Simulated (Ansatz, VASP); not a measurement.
Ni in VASP and in Ansatz

The input INCAR:

```
SYSTEM = Ni
ALGO = Normal ; EDIFF = 1E-6
ENCUT = 520 ; GGA = PS
ISIF = 2 ; ISMEAR = -1
ISPIN = 2 ; LASPH = .True.
LCHARG = .False. ; LMAXMIX = 4
LORBIT = 11 ; LREAL = .False.
LWAVE = .False. ; MAGMOM = 1
NBANDS = 15 ; NELM = 150
PREC = Accurate ; SIGMA = 0.05
```

The input KPOINTS:

```
k-points
0
Gamma
  19 19 19
  0 0 0
```

The input POSCAR:

```
Ni
1.0
    0.0000000000      1.6594324983      1.6594324983
    1.6594324983      0.0000000000      1.6594324983
    1.6594324983      1.6594324983      0.0000000000
Ni
1
Direct
    0.0000000000      0.0000000000      0.0000000000
```

Input for Ansatz:

```yaml
crystal:
  lattice:
    - [0.0, 1.6594324983, 1.6594324983]
    - [1.6594324983, 0.0, 1.6594324983]
    - [1.6594324983, 1.6594324983, 0.0]
  atoms:
    - { symbol: Ni, position: [0.0, 0.0, 0.0], spin: 1.0 }
magnetization:
  spin_polarized: true
kpoints:
  mp_grid: { grid: [19, 19, 19] }
scf:
  occupations: { method: fermi_dirac, width: 0.05 }
hamiltonian:
  xc: pbesol
  pseudopotentials: { kind: all_electron, lapw: { basis_error: 0.001 } }
output:
  forces: true
  stress: true
  eigenvalues: true
  populations: true
```

Change from the starting cell: volume scaled by 0.88, LAPW.

Alike in both runs: task single point; functional PBEsol; k mesh 19 × 19 × 19; occupations fermi-dirac, width 0.05 eV; collinear spin.

|  | VASP | Ansatz |
| --- | --- | --- |
| version | VASP 6.6.1 | Ansatz 0.2.0 |
| potentials or method | VASP PAW PBE potentials, release 64 (Ni), cutoff 520 eV | all-electron LAPW, scalar-relativistic |

|  | VASP | Ansatz | Ansatz less VASP |
| --- | --- | --- | --- |
| pressure (GPa) | 39.2 | 39.8 | +0.55 |
| net moment per atom (μB) | 0.55 | 0.55 | +0.008 |
| size of the moment on the site where the two differ most (μB) | 0.54 | 0.57 | +0.031 |

VASP's potentials were made for PBE, not for PBEsol. Site moments also hang on the region over which each program counts them. Both programs put the cell under a high pressure, so it lies far from rest at this level. Ansatz ran all-electron here, and VASP with PAW potentials.
